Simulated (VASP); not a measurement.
Write the native input for VASP 6.6.1 that does the following.

```yaml
Task: single point
Functional: PBEsol
Potentials_or_basis: VASP PAW PBE potentials, release 64 (Pd)
Cutoff: 520 eV
k_mesh: 24 × 24 × 24
Occupations: gaussian, width 0.15 eV
Spin: no spin polarisation
Dipole_correction: no
Further_INCAR_settings: ALGO = Normal; EDIFF = 1e-06; NBANDS = 11
```

The structure of Pd lies in POSCAR:

```
Pd
1.0
    0.0000000000      1.9449000000      1.9449000000
    1.9449000000      0.0000000000      1.9449000000
    1.9449000000      1.9449000000      0.0000000000
Pd
1
Direct
    0.0000000000      0.0000000000      0.0000000000
```

These files were run (other wordings do the same):

INCAR

```
  ALGO = Normal
  EDIFF = 1E-6
  ENCUT = 520
  GGA = PS
  ISIF = 2
  ISMEAR = 0
  LASPH = True
  LCHARG = False
  LREAL = False
  LWAVE = False
  NBANDS = 11
  NELM = 60
  PREC = Accurate
  SIGMA = 0.15
```

KPOINTS

```
k-points
0
Gamma
  24 24 24
```

Potentials or basis: VASP PAW PBE potentials, release 64 (Pd).

The run is started by

```sh
$ cat potpaw_PBE.64/Pd/POTCAR > POTCAR
$ mpirun -np 1 vasp_std > vasp.out
```

Results of the run:

```yaml
Pressure: -2.4 GPa
Band_gap_on_the_k_mesh: zero (band 5 reaches 9.96 eV, above the bottom of band 6 at 8.37 eV)
```

Caveat: the PAW data sets were made with another functional, which shifts forces and pressure a little.

Wall time 19 s on 1 thread of Intel(R) Xeon(R) 6975P-C (Granite Rapids) (shared host), peak memory 0.17 GiB.
